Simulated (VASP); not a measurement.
ZnAu:

```
CELL_PARAMETERS angstrom
3.15005 0.00000 0.00000
0.00000 3.15005 0.00000
0.00000 0.00000 3.15005
ATOMIC_POSITIONS crystal
Zn 0.50000 0.50000 0.50000
Au 0.00000 0.00000 0.00000
```

Base run:

- Program: VASP 6.6.1
- Functional: LDA
- Potentials or basis: VASP PAW LDA potentials, release 64 (Zn, Au)
- Cutoff: 520 eV
- k mesh: 8 × 8 × 8
- Occupations: fermi-dirac, width 0.0680285 eV
- Spin: no spin polarisation

Its results: band gap on the k mesh zero (an odd number of electrons rules out a gap without spin polarisation); pressure -6.4 GPa.

Problem. The run is repeated on the same cell with these changes: k mesh from 8 × 8 × 8 to 2 × 2 × 2; occupations from fermi-dirac, width 0.0680285 eV to gaussian, width 0.1 eV. What comes out?

Solution. Band gap on the k mesh zero (an odd number of electrons rules out a gap without spin polarisation); pressure -7.2 GPa.

Caveats: some runs use coarse meshes; spin-orbit coupling is left out, which moves the levels of the heavy elements; the cell stands under tension (at least some runs).
